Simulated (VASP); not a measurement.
# Cr in VASP: a series of runs, part 2 of 2

VASP 6.6.1. The steps go on from the part before.

### 4 Single point, PBE (biaxial strain in the a-b plane: -4.0 %, then relaxed in part)

Input file INCAR:

```
ALGO     = Fast           # electronic algorithm
EDIFF    = 1E-6           # SCF threshold, eV
ENCUT    = 520            # plane-wave cutoff, eV
GGA      = PE             # functional
ISIF     = 2              # what is computed and relaxed
ISMEAR   = 0              # smearing method
LASPH    = T              # aspherical terms in the spheres
LCHARG   = F              # write CHGCAR
LREAL    = F              # projectors in reciprocal space
LWAVE    = F              # write WAVECAR
NBANDS   = 19             # bands
NELM     = 100            # most SCF steps
PREC     = Accurate       # precision mode
SIGMA    = 0.1            # smearing width, eV
```

Input file KPOINTS:

```
k-points
0
Gamma
  18 18 18
```

Input file POSCAR:

```
Cr
1.0
    2.7339168156      0.0000000000      0.0000000000
    0.0000000000      2.7339168156      0.0000000000
    0.0000000000      0.0000000000      2.9266141611
Cr
2
Direct
    0.0000000000      0.0000000000      0.0000000000
    0.5000000000      0.5000000000      0.5000000000
```

Started as:

```sh
cat potpaw_PBE.64/Cr_pv/POTCAR > POTCAR
mpirun -np 1 vasp_std > vasp.out
```

Run time: 1.9 min. Hardware: 1 thread of Intel Xeon Platinum 8488C (Sapphire Rapids), shared host; peak memory 0.28 GiB.

It converged, with:

* Free energy: -18.8997 eV
* Pressure: 16.2 GPa
* Band gap on the k mesh: zero (band 12 reaches 13.41 eV, above the bottom of band 13 at 11.28 eV)

Stress tensor (GPa, compression positive):
```
24.47  0.00  0.00
 0.00 24.47  0.00
 0.00  0.00 -0.39
```

Levels at points of the mesh, in eV from the Fermi level:
```tsv
k point	band 10	band 11	band 12	band 13	band 14	band 15
(0.00, 0.00, 0.00)	-1.16	-1.16	-0.59	0.86	1.47	2.54
(0.50, 0.00, 0.00)	-1.94	-0.80	-0.80	-0.33	-0.33	0.66
(0.50, 0.50, 0.00)	-3.11	1.62	1.62	1.70	1.70	1.80
(0.00, 0.00, 0.50)	-2.14	-0.23	-0.23	-0.23	-0.23	0.88
(0.50, 0.00, 0.50)	-2.41	0.82	0.82	1.05	1.05	1.66
(0.50, 0.50, 0.50)	-2.37	-2.37	-2.37	1.47	1.47	1.84
```

Caveat: the cell differs from its parent crystal (biaxial strain in the a-b plane: -4.0 %, then relaxed in part); the run has no spin polarisation, though such a crystal can be magnetic. Spin polarisation is off, so any magnetic state and its effect on volume and gap are missing.

### 5 Single point, PBE (biaxial strain in the a-b plane: -2.0 %, then relaxed in part)

Input file INCAR:

```
SYSTEM = Cr
PREC = Accurate
ENCUT = 520
EDIFF = 1E-6
ISMEAR = 0
SIGMA = 0.1
LREAL = .FALSE.
LASPH = .TRUE.
NELM = 60
ALGO = Fast
ISIF = 2
LWAVE = .FALSE.
LCHARG = .TRUE.
GGA = PE
LELF = .TRUE.
LVHAR = .TRUE.
NBANDS = 19
```

Input file KPOINTS:

```
Automatic mesh
0
G
  18 18 18
  0 0 0
```

Input file POSCAR:

```
Cr
1.0
    2.7908734160      0.0000000000      0.0000000000
    0.0000000000      2.7908734160      0.0000000000
    0.0000000000      0.0000000000      2.8829180847
Cr
2
Direct
    0.0000000000      0.0000000000      0.0000000000
    0.5000000000      0.5000000000      0.5000000000
```

Potentials or basis: VASP PAW PBE potentials, release 64 (Cr_pv).

Started as:

```sh
cat potpaw_PBE.64/Cr_pv/POTCAR > POTCAR
mpirun -np 1 vasp_std > vasp.out
```

OUTCAR:

```text
SYSTEM = Cr
   PREC = Accurate
   ENCUT = 520
   EDIFF = 1E-6
   ISMEAR = 0
   LREAL = .FALSE.
   LASPH = .TRUE.
   NELM = 60
   ISIF = 2
   GGA = PE

 ion  position               nearest neighbor table
   1  0.000  0.000  0.000-   2 2.44   2 2.44   2 2.44   2 2.44   2 2.44   2 2.44   2 2.44   2 2.44

   2  0.500  0.500  0.500-   1 2.44   1 2.44   1 2.44   1 2.44   1 2.44   1 2.44   1 2.44   1 2.44

  LATTYP: Found a simple tetragonal cell.
 ALAT       =     2.7908734160
 C/A-ratio  =     1.0329805960

  Lattice vectors:

[... 738 lines left out ...]

  FORCE on cell =-STRESS in cart. coord.  units (eV):
  Direction    XX          YY          ZZ          XY          YZ          ZX
  --------------------------------------------------------------------------------------
  -------------------------------------------------------------------------------------
  Total        1.5940294      1.5940294     -0.0789296      0.0000000      0.0000000     -0.0000000
  in kB      113.7350515    113.7350515     -5.6316775      0.0000000      0.0000000     -0.0000000
  external PRESSURE =      73.9461418 kB  Pullay stress =       0.0000000 kB

 VOLUME and BASIS-vectors are now :
 -----------------------------------------------------------------------------
  energy-cutoff  :      520.00
  volume of cell :       22.45
      direct lattice vectors                 reciprocal lattice vectors
     2.790873416  0.000000000  0.000000000     0.358310769  0.000000000  0.000000000
     0.000000000  2.790873416  0.000000000     0.000000000  0.358310769  0.000000000
     0.000000000  0.000000000  2.882918085     0.000000000  0.000000000  0.346870764

 POSITION                                       TOTAL-FORCE (eV/Angst)
 -----------------------------------------------------------------------------------
      0.00000      0.00000      0.00000        -0.000000      0.000000      0.000000
      1.39544      1.39544      1.44146         0.000000     -0.000000     -0.000000
 -----------------------------------------------------------------------------------
    total drift:                                0.000000      0.000000     -0.000000

  FREE ENERGIE OF THE ION-ELECTRON SYSTEM (eV)
  ---------------------------------------------------
  free  energy   TOTEN  =       -19.0027900855 eV

  energy  without entropy=      -18.9952359420  energy(sigma->0) =      -18.99901301
```

Wall time 2.1 min (1 thread of Intel Xeon Platinum 8488C (Sapphire Rapids), shared host); peak memory 0.29 GiB.

What came out:

* Free energy: -19.0028 eV
* Pressure: 7.4 GPa
* Band gap on the k mesh: zero (band 12 reaches 12.77 eV, above the bottom of band 13 at 10.90 eV)

Caveat: the cell differs from its parent crystal (biaxial strain in the a-b plane: -2.0 %, then relaxed in part); the run has no spin polarisation, though such a crystal can be magnetic.

### 6 Single point, PBE (biaxial strain in the a-b plane: -2.0 %)

Input file INCAR:

```
SYSTEM = Cr
ALGO = Fast ; EDIFF = 1E-7
ENCUT = 520 ; GGA = PE
ISIF = 2 ; ISMEAR = 0
LASPH = .TRUE. ; LCHARG = .FALSE.
LREAL = .FALSE. ; LWAVE = .FALSE.
NBANDS = 19 ; NELM = 100
PREC = Accurate ; SIGMA = 0.1
```

Input file KPOINTS:

```
k-points
0
G
  18 18 18
  0 0 0
```

Edit POSCAR of step 5 so:

```diff
@@ -4,3 +4,3 @@
     0.0000000000      2.7908734160      0.0000000000
-    0.0000000000      0.0000000000      2.8829180847
+    0.0000000000      0.0000000000      2.8820039765
 Cr
```

Potentials or basis: VASP PAW PBE potentials, release 64 (Cr_pv).

Started as:

```sh
cat potpaw_PBE.64/Cr_pv/POTCAR > POTCAR
mpirun -np 1 vasp_std > vasp.out
```

Run time: 2.5 min. Hardware: 1 thread of Intel Xeon Platinum 8488C (Sapphire Rapids), shared host; peak memory 0.29 GiB.

It converged, with:

```yaml
Free_energy: -19.0028 eV
Pressure: 7.5 GPa
Band_gap_on_the_k_mesh: zero (band 12 reaches 12.77 eV, above the bottom of band 13 at 10.91 eV)
```

Stress tensor (GPa, compression positive):
```
11.49  0.00  0.00
 0.00 11.49  0.00
 0.00  0.00 -0.34
```

Levels at points of the mesh, in eV from the Fermi level:
```
           k point  band 8  band 9  band 10  band 11  band 12  band 13  band 14  band 15  band 16  band 17
(0.00, 0.00, 0.00)   -4.56   -4.46    -1.05    -1.05    -0.78     1.01     1.30     2.49     2.55     2.55
(0.50, 0.00, 0.00)   -3.96   -1.89    -1.89    -0.60    -0.60    -0.38    -0.38     0.65     0.65     2.79
(0.50, 0.50, 0.00)   -4.62   -2.79    -2.79     1.36     1.36     1.38     1.38     1.62     1.62     2.96
(0.00, 0.00, 0.50)   -4.16   -1.98    -1.98    -0.34    -0.34    -0.34    -0.34     0.76     0.76     2.35
(0.50, 0.00, 0.50)   -4.58   -2.46    -2.46     1.02     1.02     1.08     1.08     1.53     1.53     2.92
(0.50, 0.50, 0.50)   -2.52   -2.37    -2.37    -2.37    -2.37     1.50     1.50     1.67     1.67     7.10
```

Caveat: the cell differs from its parent crystal (biaxial strain in the a-b plane: -2.0 %); the run has no spin polarisation, though such a crystal can be magnetic. Spin polarisation is off, so any magnetic state and its effect on volume and gap are missing.

### 7 Overview

```tsv
task	cell	k mesh	cutoff (eV)	gap on the mesh (eV)	pressure (GPa)
relaxation of cell and atoms	relaxed from a = 2.468 Å, angles 109.5°, 1 atom	20 × 20 × 20	600	none	0.0
single point	a = 2.734, b = 2.734, c = 2.916 Å, 2 atoms	18 × 18 × 18	520	none	17.0
single point	a = 2.734, b = 2.734, c = 2.927 Å, 2 atoms	18 × 18 × 18	520	none	16.2
single point	a = 2.791, b = 2.791, c = 2.883 Å, 2 atoms	18 × 18 × 18	520	none	7.4
single point	a = 2.791, b = 2.791, c = 2.882 Å, 2 atoms	18 × 18 × 18	520	none	7.5
```

Alike in all rows: level PBE; potentials or basis VASP PAW PBE potentials, release 64 (Cr_pv); no spin polarisation; smearing gaussian 0.1 eV.

Caveats: the run has no spin polarisation, though such a crystal can be magnetic.

Total energies depend on the potentials used, so only differences within one code and one set of settings carry meaning.
